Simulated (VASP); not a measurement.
# AlN (Fm-3m) in VASP: notebook

AlN is run at these levels: r2SCAN; tasks: single point.

Everything below comes from runs of VASP 6.6.1. Logs are shortened: lines on timing, memory, paths and dates and some standing lists are left out, and cuts for length are marked.

## (1) The cell of the first run

Symmetry: Fm-3m, No. 225, cubic system. The conventional cell has a = 4.038 Å, b = 4.038 Å, c = 4.038 Å, α = 90.00°, β = 90.00°, γ = 90.00°. Within 2.7 Å of Al (site symmetry m-3m) lie 6 N at 2.02 Å. N (site symmetry m-3m) has 6 Al at 2.02 Å within 2.7 Å.

## (2) Single point, r2SCAN

Input file POSCAR:

```
AlN
1.0
    0.0000000000      2.0187730543      2.0187730543
    2.0187730543      0.0000000000      2.0187730543
    2.0187730543      2.0187730543      0.0000000000
Al N
1 1
Direct
    0.5000000000      0.5000000000      0.5000000000
    0.0000000000      0.0000000000      0.0000000000
```

Input file INCAR.step1:

```
PREC = Accurate
ENCUT = 520
ISMEAR = 0
SIGMA = 0.05
LREAL = F
LASPH = T
NELM = 60
NBANDS = 11
GGA = PE
ALGO = Normal
EDIFF = 1E-4
LWAVE = T
LCHARG = F
```

Input file INCAR.step2:

```
PREC = Accurate
ENCUT = 520
EDIFF = 1E-6
ISMEAR = 0
SIGMA = 0.05
LREAL = F
LASPH = T
NELM = 60
ALGO = Normal
ISIF = 2
LWAVE = F
LCHARG = F
METAGGA = R2SCAN
LMIXTAU = T
NBANDS = 11
ISTART = 1
```

Input file KPOINTS:

```
regular mesh
0
Gamma
  8 8 8
```

Potentials or basis: VASP PAW PBE potentials, release 64 (Al, N).

Launch:

```
> cat potpaw_PBE.64/Al/POTCAR potpaw_PBE.64/N/POTCAR > POTCAR
> cp INCAR.step1 INCAR
> mpirun -np 1 vasp_std > vasp.out
> cp INCAR.step2 INCAR
> mpirun -np 1 vasp_std > vasp.out
```

OUTCAR:

```text
PREC = Accurate
   ENCUT = 520
   EDIFF = 1E-6
   ISMEAR = 0
   LREAL = F
   LASPH = T
   NELM = 60
   ISIF = 2
   METAGGA = R2SCAN
   ISTART = 1

 ion  position               nearest neighbor table
   1  0.500  0.500  0.500-   2 2.02   2 2.02   2 2.02   2 2.02   2 2.02   2 2.02
   2  0.000  0.000  0.000-   1 2.02   1 2.02   1 2.02   1 2.02   1 2.02   1 2.02

  LATTYP: Found a face centered cubic cell.
 ALAT       =     4.0375461086

  Lattice vectors:

 A1 = (   0.0000000000,   2.0187730543,   2.0187730543)
 A2 = (   2.0187730543,   0.0000000000,   2.0187730543)
 A3 = (   2.0187730543,   2.0187730543,   0.0000000000)

Analysis of symmetry for initial positions (statically):
=====================================================================
 Subroutine PRICEL returns:
 Original cell was already a primitive cell.

 Routine SETGRP: Setting up the symmetry group for a
 face centered cubic supercell.

 Subroutine GETGRP returns: Found 48 space group operations
 (whereof 48 operations were pure point group operations)
 out of a pool of 48 trial point group operations.

The static configuration has the point symmetry O_h .

Analysis of symmetry for dynamics (positions and initial velocities):
=====================================================================
 Subroutine PRICEL returns:
 Original cell was already a primitive cell.

 Routine SETGRP: Setting up the symmetry group for a
 face centered cubic supercell.

 Subroutine GETGRP returns: Found 48 space group operations
 (whereof 48 operations were pure point group operations)
 out of a pool of 48 trial point group operations.

The dynamic configuration has the point symmetry O_h .

 Subroutine INISYM returns: Found 48 space group operations
 (whereof 48 operations are pure point group operations),
 and found     1 'primitive' translations

----------------------------------------------------------------------------------------

                                     Primitive cell

  volume of cell :      16.4548

  direct lattice vectors                    reciprocal lattice vectors
     0.000000000  2.018773054  2.018773054    -0.247675190  0.247675190  0.247675190
     2.018773054  0.000000000  2.018773054     0.247675190 -0.247675190  0.247675190
     2.018773054  2.018773054  0.000000000     0.247675190  0.247675190 -0.247675190

  length of vectors
     2.854976233  2.854976233  2.854976233     0.428986013  0.428986013  0.428986013

  position of ions in fractional coordinates (direct lattice)
     0.500000000  0.500000000  0.500000000
     0.000000000  0.000000000  0.000000000

  ion indices of the primitive-cell ions
   primitive index   ion index
                 1           1
                 2           2

----------------------------------------------------------------------------------------

 KPOINTS: regular mesh

Automatic generation of k-mesh.
 Grid dimensions read from file:
 generate k-points for:    8    8    8

 Generating k-lattice:

  Cartesian coordinates                     Fractional coordinates (reciprocal lattice)
    -0.030959399  0.030959399  0.030959399     0.125000000  0.000000000  0.000000000
     0.030959399 -0.030959399  0.030959399     0.000000000  0.125000000  0.000000000
     0.030959399  0.030959399 -0.030959399     0.000000000  0.000000000  0.125000000

  Length of vectors
     0.053623252  0.053623252  0.053623252

  Shift w.r.t. Gamma in fractional coordinates (k-lattice)
     0.000000000  0.000000000  0.000000000

 Subroutine IBZKPT returns following result:
 ===========================================

 Found     29 irreducible k-points:

 Following reciprocal coordinates:
            Coordinates               Weight
  0.000000  0.000000  0.000000      1.000000
  0.125000  0.000000  0.000000      8.000000
  0.250000  0.000000  0.000000      8.000000
  0.375000  0.000000  0.000000      8.000000
  0.500000  0.000000  0.000000      4.000000
  0.125000  0.125000  0.000000      6.000000
[... 16 lines left out ...]
  0.500000  0.250000  0.125000     48.000000
 -0.375000  0.250000  0.125000     24.000000
 [... further k-points ...]
   k-points           NKPTS =     29   k-points in BZ     NKDIM =     29   number of bands    NBANDS=     11
   number of dos      NEDOS =    301   number of ions     NIONS =      2
   total plane-waves  NPLWV =  13824
   dimension x,y,z NGX =    24 NGY =   24 NGZ =   24
   dimension x,y,z NGXF=    48 NGYF=   48 NGZF=   48
   ions per type =               1   1
   NGX,Y,Z   is equivalent  to a cutoff of  13.98, 13.98, 13.98 a.u.
   NGXF,Y,Z  is equivalent  to a cutoff of  27.95, 27.95, 27.95 a.u.
 SYSTEM =  unknown system
   PREC   = accura    normal or accurate (medium, high low for compatibility)
   ISTART =      1    job   : 0-new  1-cont  2-samecut
   ICHARG =      0    charge: 1-file 2-atom 10-const
   ISPIN  =      1    spin polarized calculation?
   LNONCOLLINEAR =      F non collinear calculations
   LSORBIT =      F    spin-orbit coupling
   LASPH  =      T    aspherical Exc in radial PAW
   ENCUT  =  520.0 eV  38.22 Ry    6.18 a.u.   5.31  5.31  5.31*2*pi/ulx,y,z
   NELM   =     60;   NELMIN=  2; NELMDL=  0     # of ELM steps
   EDIFF  = 0.1E-05   stopping-criterion for ELM
   LREAL  =      F    real-space projection
   EDIFFG = 0.1E-04   stopping-criterion for IOM
   NSW    =      0    number of steps for IOM
   IBRION =     -1    ionic relax: 0-MD 1-quasi-New 2-CG
   NFREE  =      0    steps in history (QN), initial steepest desc. (CG)
   ISIF   =      2    stress and relaxation
   ISYM   =      2    0-nonsym 1-usesym 2-fastsym
   POTIM  = 0.5000    time-step for ionic-motion
   TEBEG  =    0.0;   TEEND  =   0.0 temperature during run
   PSTRESS=    0.0 pullay stress
   NELECT =       8.0000    total number of electrons
   NUPDOWN=      -1.0000    fix difference up-down
   EMIN   =  10.00;   EMAX   =-10.00  energy-range for DOS
   EFERMI =   0.00;   METHOD = LEGACY
   ISMEAR =     0;   SIGMA  =   0.05  broadening in eV -4-tet -1-fermi 0-gaus
   EFERMI_NEDOS =   21; number of points for ismear=-14 and -15
   IALGO  =     38    algorithm
   IMIX   =      4    mixing-type and parameters
     AMIX     =   0.40;   BMIX     =  1.00
     AMIX_MAG =   1.60;   BMIX_MAG =  1.00
  volume/ion in A,a.u.               =       8.23        55.52
  Fermi-wavevector in a.u.,A,eV,Ry     =   1.287283  2.432612 22.546177  1.657097
  Thomas-Fermi vector in A             =   2.419307
   LORBIT       =      0    0 simple, 1 ext, 2 COOP (PROOUT), +10 PAW based schemes
   METAGGA = R2SCAN    functional components
   LHFCALC =     F    Hartree Fock is set to
   AEXX    =    0.0000 exact exchange contribution
   IVDW    =     0    specifies the selected vdW correction
   LEPSILON=     F    determine dielectric tensor
   LRPA    =     F    only Hartree local field effects (RPA)
 non-spin polarized calculation
 Gauss-broadening in eV      SIGMA  =   0.05
  energy-cutoff  :      520.00
  volume of cell :       16.45
 maximum number of plane-waves:       459
 NGX is ok and might be reduce to    24
   NGX = 11   NGY = 11   NGZ = 11

 number of electron       7.9999999 magnetization

 Free energy of the ion-electron system (eV)
  ---------------------------------------------------
  ext. energy  EPLUGINS =         0.00000000
  ---------------------------------------------------
  free energy    TOTEN  =       -18.89663899 eV

  energy without entropy =      -18.89663899  energy(sigma->0) =      -18.89663899

 E-fermi :  10.0398     XC(G=0): -12.8994

 val. band max:        9.8288925569   @ k =   0.0000   0.0000   0.0000
 cond. band min:      15.3568230971   @ k =   0.5000   0.5000   0.0000
 fundamental gap:      5.5279305401
 Fermi energy:        10.0398301612

 k-point     1 :       0.0000    0.0000    0.0000
  band No.  band energies     occupation
      1      -8.6115      2.00000
      2       9.8289      2.00000
      3       9.8289      2.00000
      4       9.8289      2.00000
      5      16.4098      0.00000
      6      22.7547      0.00000
      7      22.7547      0.00000
      8      22.7547      0.00000
      9      28.4382      0.00000
     10      28.4382      0.00000
     11      28.5550      0.00000

 k-point     2 :       0.1250    0.0000    0.0000
  band No.  band energies     occupation
      1      -8.2855      2.00000
      2       8.3074      2.00000
      3       9.6293      2.00000
      4       9.6293      2.00000
      5      17.2753      0.00000
      6      21.6963      0.00000
      7      23.2172      0.00000
      8      23.2172      0.00000
      9      26.7454      0.00000
     10      26.7454      0.00000
     11      29.5602      0.00000

 k-point     3 :       0.2500    0.0000    0.0000
  band No.  band energies     occupation
      1      -7.3631      2.00000
      2       5.3818      2.00000
      3       9.1943      2.00000
      4       9.1943      2.00000
      5      17.5672      0.00000
      6      22.0341      0.00000
      7      23.0712      0.00000
      8      23.0712      0.00000
      9      27.0595      0.00000
     10      27.0595      0.00000
     11      28.5212      0.00000

 k-point     4 :       0.3750    0.0000    0.0000
  band No.  band energies     occupation
      1      -6.0983      2.00000
      2       2.6339      2.00000
      3       8.8114      2.00000
      4       8.8114      2.00000
      5      17.0053      0.00000
      6      22.1418      0.00000
      7      22.1418      0.00000
      8      23.7422      0.00000
      9      27.6155      0.00000
     10      29.8140      0.00000
     11      29.8140      0.00000

 k-point     5 :       0.5000    0.0000    0.0000
  band No.  band energies     occupation
      1      -5.3531      2.00000
      2       1.3586      2.00000
      3       8.6648      2.00000
      4       8.6648      2.00000
      5      16.7666      0.00000
      6      21.7700      0.00000
      7      21.7700      0.00000
      8      24.5339      0.00000
      9      27.3557      0.00000
     10      31.8900      0.00000
     11      31.8900      0.00000
[... 211 lines left out ...]
 k-point    21 :       0.5000    0.5000    0.0000
  band No.  band energies     occupation
      1      -4.3787      2.00000
      2       2.2535      2.00000
      3       6.9223      2.00000
      4       6.9223      2.00000
      5      15.3568      0.00000
      6      15.8030      0.00000
      7      25.2561      0.00000
      8      28.6006      0.00000
      9      28.6006      0.00000
     10      34.0051      0.00000
     11      37.2160      0.00000

 k-point    22 :       0.3750    0.2500    0.1250
  band No.  band energies     occupation
      1      -6.6071      2.00000
      2       4.9713      2.00000
      3       7.2043      2.00000
      4       8.5845      2.00000
      5      19.4632      0.00000
      6      19.4738      0.00000
      7      21.1104      0.00000
      8      24.8466      0.00000
      9      26.0776      0.00000
     10      30.6415      0.00000
     11      32.9415      0.00000

 k-point    23 :       0.5000    0.2500    0.1250
  band No.  band energies     occupation
      1      -5.4821      2.00000
      2       3.2133      2.00000
      3       6.2531      2.00000
      4       8.0360      2.00000
      5      19.0711      0.00000
      6      19.9624      0.00000
      7      21.6858      0.00000
      8      24.2382      0.00000
      9      28.0193      0.00000
     10      31.3518      0.00000
     11      33.2662      0.00000

 k-point    24 :      -0.3750    0.2500    0.1250
  band No.  band energies     occupation
      1      -4.8559      2.00000
      2       2.2588      2.00000
      3       6.0168      2.00000
      4       7.7655      2.00000
      5      19.1377      0.00000
      6      19.3653      0.00000
      7      23.3272      0.00000
      8      23.7098      0.00000
      9      29.1805      0.00000
     10      30.3294      0.00000
     11      33.7547      0.00000

 [... further k-points ...]
[... 5 lines left out ...]
  --------------------------------------------------------------------------------------
  -------------------------------------------------------------------------------------
  Total       -0.0789286     -0.0789286     -0.0789286     -0.0000000     -0.0000000     -0.0000000
  in kB       -7.6851567     -7.6851567     -7.6851567     -0.0000000     -0.0000000     -0.0000000
  external PRESSURE =      -7.6851567 kB  Pullay stress =       0.0000000 kB

 VOLUME and BASIS-vectors are now :
 -----------------------------------------------------------------------------
  energy-cutoff  :      520.00
  volume of cell :       16.45
      direct lattice vectors                 reciprocal lattice vectors
     0.000000000  2.018773054  2.018773054    -0.247675190  0.247675190  0.247675190
     2.018773054  0.000000000  2.018773054     0.247675190 -0.247675190  0.247675190
     2.018773054  2.018773054  0.000000000     0.247675190  0.247675190 -0.247675190

 POSITION                                       TOTAL-FORCE (eV/Angst)
 -----------------------------------------------------------------------------------
      2.01877      2.01877      2.01877        -0.000000      0.000000     -0.000000
      0.00000      0.00000      0.00000         0.000000     -0.000000      0.000000
 -----------------------------------------------------------------------------------
    total drift:                                0.000000     -0.000000     -0.000000

  FREE ENERGIE OF THE ION-ELECTRON SYSTEM (eV)
  ---------------------------------------------------
  free  energy   TOTEN  =       -18.8966389910 eV

  energy  without entropy=      -18.8966389910  energy(sigma->0) =      -18.89663899
```

Run time: 19 s. Hardware: 1 thread of Intel Xeon 8259CL, shared host; peak memory 0.14 GiB.

What came out:

| Quantity | Value |
| --- | --- |
| Free energy | -18.8966 eV |
| Pressure | -0.8 GPa |
| Band gap on the k mesh | 5.53 eV, indirect (least direct gap 6.58 eV) |

Levels at points of the mesh, in eV from the valence-band top:
```csv
k point,band 1,band 2,band 3,band 4,band 5,band 6,band 7,band 8
"(0.00, 0.00, 0.00)",-18.44,0.00,0.00,0.00,6.58,12.93,12.93,12.93
"(0.50, 0.00, 0.00)",-15.18,-8.47,-1.16,-1.16,6.94,11.94,11.94,14.70
"(0.50, 0.50, 0.00)",-14.21,-7.58,-2.91,-2.91,5.53,5.97,15.43,18.77
```

Caveat: the PAW data sets were made with another functional, which shifts forces and pressure a little. r2SCAN opens gaps a little over a GGA but as a rule still falls short of measured ones.

## (3) Single point, r2SCAN (volume scaled by 1.040)

Input file POSCAR:

```
AlN
1.0
    0.0000000000      2.0453389041      2.0453389041
    2.0453389041      0.0000000000      2.0453389041
    2.0453389041      2.0453389041      0.0000000000
Al N
1 1
Direct
    0.5000000000      0.5000000000      0.5000000000
    0.0000000000      0.0000000000      0.0000000000
```

Input file INCAR.step1:

```
SYSTEM = AlN
PREC     = Accurate       ! precision mode
ENCUT    = 520            ! plane-wave cutoff, eV
ISMEAR   = 0              ! smearing method
SIGMA    = 0.05           ! smearing width, eV
LREAL    = .FALSE.        ! projectors in reciprocal space
LASPH    = .TRUE.         ! aspherical terms in the spheres
NELM     = 60             ! most SCF steps
NBANDS   = 11             ! bands
GGA      = PE             ! functional
ALGO     = Normal         ! electronic algorithm
EDIFF    = 1E-4           ! SCF threshold, eV
LWAVE    = .TRUE.         ! write WAVECAR
LCHARG   = .FALSE.        ! write CHGCAR
```

Input file INCAR.step2:

```
SYSTEM = AlN
PREC     = Accurate       ! precision mode
ENCUT    = 520            ! plane-wave cutoff, eV
EDIFF    = 1E-6           ! SCF threshold, eV
ISMEAR   = 0              ! smearing method
SIGMA    = 0.05           ! smearing width, eV
LREAL    = .FALSE.        ! projectors in reciprocal space
LASPH    = .TRUE.         ! aspherical terms in the spheres
NELM     = 60             ! most SCF steps
ALGO     = Normal         ! electronic algorithm
ISIF     = 2              ! what is computed and relaxed
LWAVE    = .FALSE.        ! write WAVECAR
LCHARG   = .FALSE.        ! write CHGCAR
METAGGA  = R2SCAN         ! meta-GGA
LMIXTAU  = .TRUE.       
NBANDS   = 11             ! bands
ISTART   = 1
```

Input file KPOINTS:

```
regular mesh
0
G
  8 8 8
  0 0 0
```

Potentials or basis: VASP PAW PBE potentials, release 64 (Al, N).

Launch:

```
> cat potpaw_PBE.64/Al/POTCAR potpaw_PBE.64/N/POTCAR > POTCAR
> cp INCAR.step1 INCAR
> mpirun -np 1 vasp_std > vasp.out
> cp INCAR.step2 INCAR
> mpirun -np 1 vasp_std > vasp.out
```

Run time: 23 s. Hardware: 1 thread of Intel Xeon 8259CL, shared host; peak memory 0.14 GiB.

Results (log left out):

| Item | Value |
| --- | --- |
| Free energy | -18.8729 eV |
| Pressure | -10.7 GPa |
| Band gap on the k mesh | 5.13 eV, indirect (least direct gap 6.00 eV) |

Levels at points of the mesh, in eV from the valence-band top:
| k point | band 1 | band 2 | band 3 | band 4 | band 5 | band 6 | band 7 | band 8 | band 9 |
| --- | --- | --- | --- | --- | --- | --- | --- | --- | --- |
| (0.00, 0.00, 0.00) | -18.08 | 0.00 | 0.00 | 0.00 | 6.00 | 12.79 | 12.79 | 12.79 | 18.30 |
| (0.50, 0.00, 0.00) | -14.98 | -8.22 | -1.09 | -1.09 | 6.68 | 11.61 | 11.61 | 14.09 | 17.08 |
| (0.50, 0.50, 0.00) | -14.06 | -7.31 | -2.80 | -2.80 | 5.13 | 6.04 | 14.92 | 18.13 | 18.13 |

Caveat: the PAW data sets were made with another functional, which shifts forces and pressure a little. A k mesh can miss the band edges.

## (4) Single point, r2SCAN (volume scaled by 0.800)

Input file POSCAR:

```
AlN
1.0
    0.0000000000      1.8740628933      1.8740628933
    1.8740628933      0.0000000000      1.8740628933
    1.8740628933      1.8740628933      0.0000000000
Al N
1 1
Direct
    0.5000000000      0.5000000000      0.5000000000
    0.0000000000      0.0000000000      0.0000000000
```

Input file INCAR.step1:

```
SYSTEM = AlN
PREC = Accurate ; ENCUT = 520
ISMEAR = 0 ; SIGMA = 0.05
LREAL = .False. ; LASPH = .True.
NELM = 100 ; NBANDS = 11
GGA = PE ; ALGO = Normal
EDIFF = 1E-4 ; LWAVE = .True.
LCHARG = .False.
```

Input file INCAR.step2:

```
SYSTEM = AlN
PREC = Accurate ; ENCUT = 520
EDIFF = 1E-6 ; ISMEAR = 0
SIGMA = 0.05 ; LREAL = .False.
LASPH = .True. ; NELM = 100
ALGO = Normal ; ISIF = 2
LWAVE = .False. ; LCHARG = .False.
METAGGA = R2SCAN ; LMIXTAU = .True.
NBANDS = 11 ; ISTART = 1
```

Input file KPOINTS:

```
Automatic mesh
0
Gamma
  10 10 10
  0 0 0
```

Launch:

```
> cat potpaw_PBE.64/Al/POTCAR potpaw_PBE.64/N/POTCAR > POTCAR
> cp INCAR.step1 INCAR
> mpirun -np 1 vasp_std > vasp.out
> cp INCAR.step2 INCAR
> mpirun -np 1 vasp_std > vasp.out
```

It took 40 s on 1 thread of Intel Xeon 8259CL, shared host; peak memory 0.13 GiB.

It converged, with:

- Free energy: -18.0919 eV
- Pressure: 94.5 GPa
- Band gap on the k mesh: 5.48 eV, indirect (least direct gap 9.03 eV)

Levels at points of the mesh, in eV from the valence-band top:
| k point | band 1 | band 2 | band 3 | band 4 | band 5 | band 6 | band 7 | band 8 |
| --- | --- | --- | --- | --- | --- | --- | --- | --- |
| (0.00, 0.00, 0.00) | -20.69 | 0.00 | 0.00 | 0.00 | 10.34 | 13.65 | 13.65 | 13.65 |
| (0.50, 0.00, 0.00) | -16.45 | -10.09 | -1.67 | -1.67 | 8.47 | 13.95 | 13.95 | 18.04 |
| (0.50, 0.50, 0.00) | -15.16 | -9.23 | -3.54 | -3.54 | 5.48 | 8.02 | 18.52 | 22.80 |

Caveat: the PAW data sets were made with another functional, which shifts forces and pressure a little. A k mesh can miss the band edges.

## (5) The runs side by side

```csv
cell,k mesh,gap on the mesh (eV),pressure (GPa)
"a = 2.855 Å, angles 60.0°, 2 atoms",8 × 8 × 8,5.53,-0.8
"a = 2.893 Å, angles 60.0°, 2 atoms",8 × 8 × 8,5.13,-10.7
"a = 2.650 Å, angles 60.0°, 2 atoms",10 × 10 × 10,5.48,94.5
```

Alike in all rows: task single point; level r2SCAN; potentials or basis VASP PAW PBE potentials, release 64 (Al, N); no spin polarisation; cutoff (eV) 520; smearing gaussian 0.05 eV.

Caveats: the PAW data sets were made with another functional, which shifts forces and pressure a little.

Absolute energies hang on the potentials; compare differences alone.
